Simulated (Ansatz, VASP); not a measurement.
# Two plane-wave programs on In2O

```
CELL_PARAMETERS angstrom
5.13438 0.00000 0.00000
0.00000 5.13438 0.00000
0.00000 0.00000 5.13438
ATOMIC_POSITIONS crystal
In 0.75000 0.75000 0.75000
In 0.75000 0.25000 0.25000
In 0.25000 0.25000 0.75000
In 0.25000 0.75000 0.25000
O 0.00000 0.00000 0.00000
O 0.50000 0.50000 0.50000
```

Change from the starting cell: species swapped into the Ag2O type (Pn-3m, No. 224).

Alike in both runs: functional PBE; k mesh 8 × 8 × 8; occupations gaussian, width 0.1 eV; no spin polarisation.

Ansatz relaxed the structure, and its values are those at the end. VASP's run is a single point on that final structure, the one shown.

```csv
,VASP,Ansatz
version,VASP 6.6.1,Ansatz 0.2.0
potentials or method,"VASP PAW PBE potentials, release 64 (In_d, O), cutoff 600 eV","scalar-relativistic, plane waves, PAW"
valence electrons in the cell,64,64
```

Ansatz gave:

* gap on the k mesh at the Fermi level (eV): none
* pressure (GPa): 0.0

Task: Which values does VASP return?

Result: gap on the k mesh at the Fermi level (eV): none; pressure (GPa): 0.1.

A gap of «none» marks a metal or a gap that the smearing closes.
